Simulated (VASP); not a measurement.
Write the native input for VASP 6.6.1 that does the following.

```yaml
Task: single point
Functional: PBEsol
Potentials_or_basis: VASP PAW PBE potentials, release 64 (Ta_pv, N)
Cutoff: 520 eV
k_mesh: 4 × 4 × 3
Occupations: methfessel-paxton, width 0.1 eV
Spin: no spin polarisation
Dipole_correction: no
Further_INCAR_settings: ALGO = Normal; EDIFF = 1e-06; NBANDS = 56
```

The structure of Ta6N5 (a cell with a defect) (vacancy hop of N) lies in POSCAR:

```
Ta6N5
1.0
    5.1783381800     -0.0000000300      0.0000000000
   -2.5891690600      4.4845724300      0.0000000000
    0.0000000000      0.0000000000      5.7917586600
Ta N
6 5
Direct
   -0.0019760658     -0.0038578929     -0.0015244074
    0.3278998609      0.6641244079      0.2483321707
    0.6599353571      0.3282043144      0.2483337246
   -0.0048822937     -0.0038418379      0.4984997079
    0.3279192858      0.6641304286      0.7486282241
    0.6599424302      0.3281902662      0.7486501518
    0.3928707457     -0.0038353686     -0.0015042063
    0.6041981729      0.6025981429     -0.0015249254
   -0.0022392916      0.3896868714     -0.0015185370
    0.5933289707     -0.4017867947      0.4984907296
   -0.0087428080      0.3940719048      0.4984915929
```

These files were run (other wordings do the same):

INCAR

```
SYSTEM = Ta6N5
PREC = Accurate
ENCUT = 520
EDIFF = 1E-6
ISMEAR = 1
SIGMA = 0.1
LREAL = .FALSE.
LASPH = .TRUE.
NELM = 60
ALGO = Normal
ISIF = 2
LWAVE = .FALSE.
LCHARG = .FALSE.
GGA = PS
NBANDS = 56
```

KPOINTS

```
Automatic mesh
0
G
  4 4 3
  0 0 0
```

Potentials or basis: VASP PAW PBE potentials, release 64 (Ta_pv, N).

Command:

```sh
$ cat potpaw_PBE.64/Ta_pv/POTCAR potpaw_PBE.64/N/POTCAR > POTCAR
$ mpirun -np 1 vasp_std > vasp.out
```

Results of the run:

The pressure is -4.6 GPa. The largest force is 0.052 eV/Å.

Caveat: the k points lie up to 0.36 Å⁻¹ apart; the PAW data sets were made with another functional, which shifts forces and pressure a little.

It took 110 s on 1 thread of Intel(R) Xeon(R) 6975P-C (Granite Rapids), on a shared host, peak memory 0.32 GiB.
